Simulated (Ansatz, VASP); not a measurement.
LaSiO in VASP and in Ansatz

```xyz
6
Lattice="3.9034 0.0000 0.0000 0.0000 3.9034 0.0000 0.0000 0.0000 8.2287" Properties=species:S:1:pos:R:3 pbc="T T T"
La    0.0000    1.9517    6.9379
La    1.9517    0.0000    1.2908
Si    1.9517    0.0000    4.4914
Si    0.0000    1.9517    3.7373
O     0.0000    0.0000    0.0000
O     1.9517    1.9517    0.0000
```

Change from the starting cell: species swapped into the NdClO type (P4/nmm, No. 129).

Alike in both runs: functional PBE; k mesh 4 × 4 × 4; occupations gaussian, width 0.1 eV; no spin polarisation.

Ansatz relaxed the structure, and its values are those at the end. VASP's run is a single point on that final structure, the one shown.

```csv
,VASP,Ansatz
version,VASP 6.6.1,Ansatz 0.2.0
potentials or method,"VASP PAW PBE potentials, release 64 (La, Si, O), cutoff 520 eV","scalar-relativistic, plane waves, PAW"
valence electrons in the cell,42,42
```

VASP gave:

* gap on the k mesh at the Fermi level (eV): none
* pressure (GPa): -0.1
* rms of the force components (eV/Å): 0.013

Question: What did Ansatz give for the same quantities?

Answer: gap on the k mesh at the Fermi level (eV): none; pressure (GPa): 0.0; rms of the force components (eV/Å): 0.008.

A gap of «none» marks a metal or a gap that the smearing closes. With one functional, cell and mesh, what is left measures potentials, basis and numerics.

The k mesh is coarse, so the values compare programs but aren't converged. Neither program's run includes spin-orbit coupling.
